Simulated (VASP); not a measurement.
# AlN (I4/mmm) in VASP: notebook

AlN is run at these levels: LDA; tasks: single point.

The COD entry that gives the cell may itself be a prediction, so a difference from it is no test against experiment.

All numbers are computed with VASP 6.6.1; they aren't measurements. Logs are shortened: lines on timing, memory, paths and dates and some standing lists are left out, and cuts for length are marked.

## (1) The cell of the first run

It takes space group I4/mmm (No. 139, tetragonal). Conventional cell: a = 2.803 Å, b = 2.803 Å, c = 3.938 Å, α = 90.00°, β = 90.00°, γ = 90.00°. Al (site symmetry 4/mmm) has 6 N at 1.97 to 1.98 Å within 2.6 Å. N (site symmetry 4/mmm) has 6 Al at 1.97 to 1.98 Å within 2.6 Å.

## (2) Single point, LDA

The input, INCAR:

```
SYSTEM = AlN
ALGO     = Normal         ! electronic algorithm
EDIFF    = 1E-6           ! SCF threshold, eV
ENCUT    = 520            ! plane-wave cutoff, eV
GGA      = CA             ! functional
ISIF     = 2              ! what is computed and relaxed
ISMEAR   = -1             ! smearing method
LASPH    = .TRUE.         ! aspherical terms in the spheres
LCHARG   = .FALSE.        ! write CHGCAR
LREAL    = .FALSE.        ! projectors in reciprocal space
LWAVE    = .FALSE.        ! write WAVECAR
NBANDS   = 11             ! bands
NELM     = 60             ! most SCF steps
PREC     = Accurate       ! precision mode
SIGMA    = 0.02           ! smearing width, eV
```

The input, KPOINTS:

```
k-points
0
G
  8 8 8
  0 0 0
```

The input, POSCAR:

```
AlN
1.0
    0.0000000000      1.9821266667      1.9690000000
    1.9821266667      0.0000000000      1.9690000000
    1.9821266667      1.9821266667      0.0000000000
Al N
1 1
Direct
    0.0000000000      0.0000000000      0.0000000000
    0.5000000000      0.5000000000      0.5000000000
```

Potentials or basis: VASP PAW LDA potentials, release 64 (Al, N).

Command:

```console
$ cat potpaw_LDA.64/Al/POTCAR potpaw_LDA.64/N/POTCAR > POTCAR
$ mpirun -np 1 vasp_std > vasp.out
```

OUTCAR:

```text
SYSTEM = AlN
   EDIFF = 1E-6
   ENCUT = 520
   GGA = CA
   ISIF = 2
   ISMEAR = -1
   LASPH = .TRUE.
   LREAL = .FALSE.
   NELM = 60
   PREC = Accurate

 ion  position               nearest neighbor table
   1  0.000  0.000  0.000-   2 1.97   2 1.97   2 1.98   2 1.98   2 1.98   2 1.98
   2  0.500  0.500  0.500-   1 1.97   1 1.97   1 1.98   1 1.98   1 1.98   1 1.98

  LATTYP: Found a body centered tetragonal cell.
 ALAT       =     2.8031504144
 C/A-ratio  =     1.4048479096

  Lattice vectors:

 A1 = (   0.0000000000,  -1.9821266667,  -1.9690000000)
 A2 = (   0.0000000000,   1.9821266667,  -1.9690000000)
 A3 = (   1.9821266667,   0.0000000000,   1.9690000000)

Analysis of symmetry for initial positions (statically):
=====================================================================
 Subroutine PRICEL returns:
 Original cell was already a primitive cell.

 Routine SETGRP: Setting up the symmetry group for a
 body centered tetragonal supercell.

 Subroutine GETGRP returns: Found 16 space group operations
 (whereof 16 operations were pure point group operations)
 out of a pool of 16 trial point group operations.

The static configuration has the point symmetry D_4h.

Analysis of symmetry for dynamics (positions and initial velocities):
=====================================================================
 Subroutine PRICEL returns:
 Original cell was already a primitive cell.

 Routine SETGRP: Setting up the symmetry group for a
 body centered tetragonal supercell.

 Subroutine GETGRP returns: Found 16 space group operations
 (whereof 16 operations were pure point group operations)
 out of a pool of 16 trial point group operations.

The dynamic configuration has the point symmetry D_4h.

 Subroutine INISYM returns: Found 16 space group operations
 (whereof 16 operations are pure point group operations),
 and found     1 'primitive' translations

----------------------------------------------------------------------------------------

                                     Primitive cell

  volume of cell :      15.4717

  direct lattice vectors                    reciprocal lattice vectors
     0.000000000  1.982126667  1.969000000    -0.252254313  0.252254313  0.253936008
     1.982126667  0.000000000  1.969000000     0.252254313 -0.252254313  0.253936008
     1.982126667  1.982126667  0.000000000     0.252254313  0.252254313 -0.253936008

  length of vectors
     2.793883878  2.793883878  2.803150414     0.437890366  0.437890366  0.437890366

  position of ions in fractional coordinates (direct lattice)
     0.000000000  0.000000000  0.000000000
     0.500000000  0.500000000  0.500000000

  ion indices of the primitive-cell ions
   primitive index   ion index
                 1           1
                 2           2

----------------------------------------------------------------------------------------

 KPOINTS: k-points

Automatic generation of k-mesh.
 Grid dimensions read from file:
 generate k-points for:    8    8    8

 Generating k-lattice:

  Cartesian coordinates                     Fractional coordinates (reciprocal lattice)
    -0.031531789  0.031531789  0.031742001     0.125000000  0.000000000  0.000000000
     0.031531789 -0.031531789  0.031742001     0.000000000  0.125000000  0.000000000
     0.031531789  0.031531789 -0.031742001     0.000000000  0.000000000  0.125000000

  Length of vectors
     0.054736296  0.054736296  0.054736296

  Shift w.r.t. Gamma in fractional coordinates (k-lattice)
     0.000000000  0.000000000  0.000000000

 Subroutine IBZKPT returns following result:
 ===========================================

 Found     59 irreducible k-points:

 Following reciprocal coordinates:
            Coordinates               Weight
  0.000000  0.000000  0.000000      1.000000
  0.125000 -0.000000  0.000000      8.000000
  0.250000 -0.000000  0.000000      8.000000
  0.375000 -0.000000  0.000000      8.000000
  0.500000 -0.000000  0.000000      4.000000
  0.125000  0.125000  0.000000      2.000000
[... 16 lines left out ...]
  0.250000 -0.000000  0.125000     16.000000
  0.375000 -0.000000  0.125000     16.000000
 [... further k-points ...]
   k-points           NKPTS =     59   k-points in BZ     NKDIM =     59   number of bands    NBANDS=     11
   number of dos      NEDOS =    301   number of ions     NIONS =      2
   total plane-waves  NPLWV =  13824
   dimension x,y,z NGX =    24 NGY =   24 NGZ =   24
   dimension x,y,z NGXF=    48 NGYF=   48 NGZF=   48
   ions per type =               1   1
   NGX,Y,Z   is equivalent  to a cutoff of  14.28, 14.28, 14.23 a.u.
   NGXF,Y,Z  is equivalent  to a cutoff of  28.56, 28.56, 28.47 a.u.
 SYSTEM =  AlN
   PREC   = accura    normal or accurate (medium, high low for compatibility)
   ISTART =      0    job   : 0-new  1-cont  2-samecut
   ICHARG =      2    charge: 1-file 2-atom 10-const
   ISPIN  =      1    spin polarized calculation?
   LNONCOLLINEAR =      F non collinear calculations
   LSORBIT =      F    spin-orbit coupling
   LASPH  =      T    aspherical Exc in radial PAW
   ENCUT  =  520.0 eV  38.22 Ry    6.18 a.u.   5.19  5.19  5.21*2*pi/ulx,y,z
   NELM   =     60;   NELMIN=  2; NELMDL= -5     # of ELM steps
   EDIFF  = 0.1E-05   stopping-criterion for ELM
   LREAL  =      F    real-space projection
   EDIFFG = 0.1E-04   stopping-criterion for IOM
   NSW    =      0    number of steps for IOM
   IBRION =     -1    ionic relax: 0-MD 1-quasi-New 2-CG
   NFREE  =      0    steps in history (QN), initial steepest desc. (CG)
   ISIF   =      2    stress and relaxation
   ISYM   =      2    0-nonsym 1-usesym 2-fastsym
   POTIM  = 0.5000    time-step for ionic-motion
   TEBEG  =    0.0;   TEEND  =   0.0 temperature during run
   PSTRESS=    0.0 pullay stress
   NELECT =       8.0000    total number of electrons
   NUPDOWN=      -1.0000    fix difference up-down
   EMIN   =  10.00;   EMAX   =-10.00  energy-range for DOS
   EFERMI =   0.00;   METHOD = LEGACY
   ISMEAR =    -1;   SIGMA  =   0.02  broadening in eV -4-tet -1-fermi 0-gaus
   EFERMI_NEDOS =   21; number of points for ismear=-14 and -15
   IALGO  =     38    algorithm
   IMIX   =      4    mixing-type and parameters
     AMIX     =   0.40;   BMIX     =  1.00
     AMIX_MAG =   1.60;   BMIX_MAG =  1.00
  volume/ion in A,a.u.               =       7.74        52.20
  Fermi-wavevector in a.u.,A,eV,Ry     =   1.313990  2.483081 23.491399  1.726569
  Thomas-Fermi vector in A             =   2.444274
   LORBIT       =      0    0 simple, 1 ext, 2 COOP (PROOUT), +10 PAW based schemes
   GGA     = CA    functional components
   LHFCALC =     F    Hartree Fock is set to
   AEXX    =    0.0000 exact exchange contribution
   IVDW    =     0    specifies the selected vdW correction
   LEPSILON=     F    determine dielectric tensor
   LRPA    =     F    only Hartree local field effects (RPA)
 non-spin polarized calculation
  energy-cutoff  :      520.00
  volume of cell :       15.47
 maximum number of plane-waves:       436
 NGX is ok and might be reduce to    24
   NGX = 11   NGY = 11   NGZ = 11

 number of electron       8.0000000 magnetization

 Free energy of the ion-electron system (eV)
  ---------------------------------------------------
  ext. energy  EPLUGINS =         0.00000000
  ---------------------------------------------------
  free energy    TOTEN  =       -16.20116627 eV

  energy without entropy =      -16.20116627  energy(sigma->0) =      -16.20116627

 E-fermi :  10.9836     XC(G=0): -12.8853

 val. band max:       10.6081338645   @ k =   0.0000   0.0000   0.0000
 cond. band min:      15.6154303620   @ k =   0.5000   0.5000   0.0000
 fundamental gap:      5.0072964976
 Fermi energy:        10.9836334427

 k-point     1 :       0.0000    0.0000    0.0000
  band No.  band energies     occupation
      1      -7.4319      2.00000
      2      10.5607      2.00000
      3      10.6081      2.00000
      4      10.6081      2.00000
      5      17.3481      0.00000
      6      22.7854      0.00000
      7      22.7854      0.00000
      8      22.8780      0.00000
      9      28.2241      0.00000
     10      28.5923      0.00000
     11      28.8232      0.00000

 k-point     2 :       0.1250   -0.0000    0.0000
  band No.  band energies     occupation
      1      -7.0888      2.00000
      2       9.0895      2.00000
      3      10.3728      2.00000
      4      10.3925      2.00000
      5      18.0946      0.00000
      6      21.7091      0.00000
      7      23.2550      0.00000
      8      23.3271      0.00000
      9      26.8169      0.00000
     10      26.9888      0.00000
     11      29.4654      0.00000

 k-point     3 :       0.2500   -0.0000    0.0000
  band No.  band energies     occupation
      1      -6.1062      2.00000
      2       6.1184      2.00000
      3       9.9276      2.00000
      4       9.9310      2.00000
      5      18.0545      0.00000
      6      22.2265      0.00000
      7      23.1310      0.00000
      8      23.2822      0.00000
      9      27.1179      0.00000
     10      27.1571      0.00000
     11      28.4640      0.00000

 k-point     4 :       0.3750   -0.0000    0.0000
  band No.  band energies     occupation
      1      -4.7088      2.00000
      2       3.2322      2.00000
      3       9.5220      2.00000
      4       9.5443      2.00000
      5      17.3893      0.00000
      6      22.2207      0.00000
      7      22.3848      0.00000
      8      23.9333      0.00000
      9      27.5164      0.00000
     10      29.8022      0.00000
     11      29.8135      0.00000

 k-point     5 :       0.5000   -0.0000    0.0000
  band No.  band energies     occupation
      1      -3.8220      2.00000
      2       1.8121      2.00000
      3       9.3675      2.00000
      4       9.3967      2.00000
      5      17.1426      0.00000
      6      21.8554      0.00000
      7      22.0182      0.00000
      8      24.7038      0.00000
      9      27.2034      0.00000
     10      31.7541      0.00000
     11      31.7721      0.00000
[... 211 lines left out ...]
 k-point    21 :       0.5000    0.5000    0.0000
  band No.  band energies     occupation
      1      -2.6738      2.00000
      2       2.7473      2.00000
      3       7.5681      2.00000
      4       7.5681      2.00000
      5      15.6154      0.00000
      6      15.6575      0.00000
      7      25.3569      0.00000
      8      28.5840      0.00000
      9      28.5840      0.00000
     10      34.3213      0.00000
     11      38.0502      0.00000

 k-point    22 :       0.1250    0.0000    0.1250
  band No.  band energies     occupation
      1      -6.9778      2.00000
      2       9.2690      2.00000
      3       9.9632      2.00000
      4      10.0215      2.00000
      5      18.5204      0.00000
      6      20.6017      0.00000
      7      23.8703      0.00000
      8      23.9043      0.00000
      9      24.5850      0.00000
     10      29.2859      0.00000
     11      31.0602      0.00000

 k-point    23 :       0.2500   -0.0000    0.1250
  band No.  band energies     occupation
      1      -6.2125      2.00000
      2       7.0737      2.00000
      3       9.4602      2.00000
      4       9.5387      2.00000
      5      18.9362      0.00000
      6      20.3174      0.00000
      7      22.4530      0.00000
      8      24.4534      0.00000
      9      25.5359      0.00000
     10      29.0614      0.00000
     11      30.7840      0.00000

 k-point    24 :       0.3750   -0.0000    0.1250
  band No.  band energies     occupation
      1      -4.9382      2.00000
      2       4.2888      2.00000
      3       8.8336      2.00000
      4       9.1051      2.00000
      5      18.3193      0.00000
      6      21.1517      0.00000
      7      22.3408      0.00000
      8      23.6661      0.00000
      9      27.5746      0.00000
     10      30.1202      0.00000
     11      30.9108      0.00000

 [... further k-points ...]
[... 5 lines left out ...]
  --------------------------------------------------------------------------------------
  -------------------------------------------------------------------------------------
  Total        1.2055706      1.2055706      1.4653137      0.0000000      0.0000000      0.0000000
  in kB      124.8431471    124.8431471    151.7409010      0.0000000      0.0000000      0.0000000
  external PRESSURE =     133.8090650 kB  Pullay stress =       0.0000000 kB

 VOLUME and BASIS-vectors are now :
 -----------------------------------------------------------------------------
  energy-cutoff  :      520.00
  volume of cell :       15.47
      direct lattice vectors                 reciprocal lattice vectors
     0.000000000  1.982126667  1.969000000    -0.252254313  0.252254313  0.253936008
     1.982126667  0.000000000  1.969000000     0.252254313 -0.252254313  0.253936008
     1.982126667  1.982126667  0.000000000     0.252254313  0.252254313 -0.253936008

 POSITION                                       TOTAL-FORCE (eV/Angst)
 -----------------------------------------------------------------------------------
      0.00000      0.00000      0.00000         0.000000      0.000000     -0.000000
      1.98213      1.98213      1.96900         0.000000     -0.000000      0.000000
 -----------------------------------------------------------------------------------
    total drift:                               -0.000000     -0.000000      0.000000

  FREE ENERGIE OF THE ION-ELECTRON SYSTEM (eV)
  ---------------------------------------------------
  free  energy   TOTEN  =       -16.2011662748 eV

  energy  without entropy=      -16.2011662748  energy(sigma->0) =      -16.20116627
```

It took 4 s on 1 thread of Intel Xeon 6975P-C, shared host; peak memory 0.12 GiB.

What came out:

| Quantity | Value |
| --- | --- |
| Free energy | -16.2012 eV |
| Pressure | 13.4 GPa |
| Band gap on the k mesh | 5.01 eV, indirect (least direct gap 6.74 eV) |

Stress tensor (GPa, compression positive):
```
12.48  0.00  0.00
 0.00 12.48  0.00
 0.00  0.00 15.17
```

Levels at points of the mesh, in eV from the valence-band top:
```tsv
k point	band 1	band 2	band 3	band 4	band 5	band 6	band 7	band 8
(0.00, 0.00, 0.00)	-18.04	-0.05	0.00	0.00	6.74	12.18	12.18	12.27
(0.50, 0.00, 0.00)	-14.43	-8.80	-1.24	-1.21	6.53	11.25	11.41	14.10
(0.50, 0.50, 0.00)	-13.28	-7.86	-3.04	-3.04	5.01	5.05	14.75	17.98
(0.50, 0.00, 0.50)	-13.34	-7.90	-3.03	-2.94	5.07	5.12	14.66	17.93
```

A k mesh can miss the band edges. A hybrid or GW would open this gap; LDA tends to underestimate it.

(Part 1 of 2 ends here.)
